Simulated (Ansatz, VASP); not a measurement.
Two plane-wave programs on GeBi3

```
CELL_PARAMETERS angstrom
0.00000 3.86682 3.86682
3.86682 0.00000 3.86682
3.86682 3.86682 0.00000
ATOMIC_POSITIONS crystal
Bi 0.50000 0.50000 0.50000
Bi 0.75000 0.75000 0.75000
Bi 0.25000 0.25000 0.25000
Ge 0.00000 0.00000 0.00000
```

Alike in both runs: task single point; functional PBE; k mesh 6 × 6 × 6; occupations fermi-dirac, width 0.05 eV; no spin polarisation.

```csv
,VASP,Ansatz
version,VASP 6.6.1,Ansatz 0.2.0
potentials or method,"VASP PAW PBE potentials, release 64 (Bi_d, Ge_d)",Ansatz PAW
plane-wave cutoff (eV),520,420
valence electrons in the cell,59,59
```

Ansatz gave:

```
gap on the k mesh at the Fermi level (eV) : none
pressure (GPa)                            : 1.1
```

Question: What did VASP give for the same quantities?

Answer: gap on the k mesh at the Fermi level (eV): none; pressure (GPa): 1.0.

A gap of «none» marks a metal or a gap that the smearing closes. The functional is the same, so the differences come from potentials, cutoffs and numerics.

Spin-orbit coupling is off throughout.
